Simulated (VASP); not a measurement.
Wanted: the native input for a VASP 6.6.1 run.

- Task: single point
- Functional: PBEsol
- Potentials or basis: VASP PAW PBE potentials, release 64 (Ge_d)
- Cutoff: 520 eV
- k mesh: 11 × 11 × 10
- Occupations: fermi-dirac, width 0.05 eV
- Spin: no spin polarisation
- Dipole correction: no
- Further INCAR settings: ALGO = Normal; EDIFF = 1e-06; NBANDS = 13

The structure of Ge lies in POSCAR:

```
Ge
1.0
    1.4155346479     -2.6347372402      0.0000000000
    1.4155346479      2.6347372402      0.0000000000
    0.0000000000      0.0000000000      2.7337381113
Ge
1
Direct
    0.5000000000      0.5000000000      0.0000000000
```

This cell differs from its parent crystal: volume scaled by 1.04.

The input as run:

INCAR

```
PREC     = Accurate       # precision mode
ENCUT    = 520            # plane-wave cutoff, eV
EDIFF    = 1E-6           # SCF threshold, eV
ISMEAR   = -1             # smearing method
SIGMA    = 0.05           # smearing width, eV
LREAL    = False          # projectors in reciprocal space
LASPH    = True           # aspherical terms in the spheres
NELM     = 60             # most SCF steps
ALGO     = Normal         # electronic algorithm
ISIF     = 2              # what is computed and relaxed
LWAVE    = False          # write WAVECAR
LCHARG   = False          # write CHGCAR
GGA      = PS             # functional
NBANDS   = 13             # bands
```

KPOINTS

```
regular mesh
0
Gamma
  11 11 10
```

Potentials or basis: VASP PAW PBE potentials, release 64 (Ge_d).

Launch:

```sh
$ cat potpaw_PBE.64/Ge_d/POTCAR > POTCAR
$ mpirun -np 1 vasp_std > vasp.out
```

It gave:

The pressure is -6.2 GPa and the band gap on the k mesh is zero (band 7 reaches 12.12 eV, above the bottom of band 8 at 3.39 eV).

Caveat: the PAW data sets were made with another functional, which shifts forces and pressure a little.

Run time: 10 s on 1 thread of Intel(R) Xeon(R) 6975P-C (Granite Rapids), with other jobs on the host, peak memory 0.17 GiB.
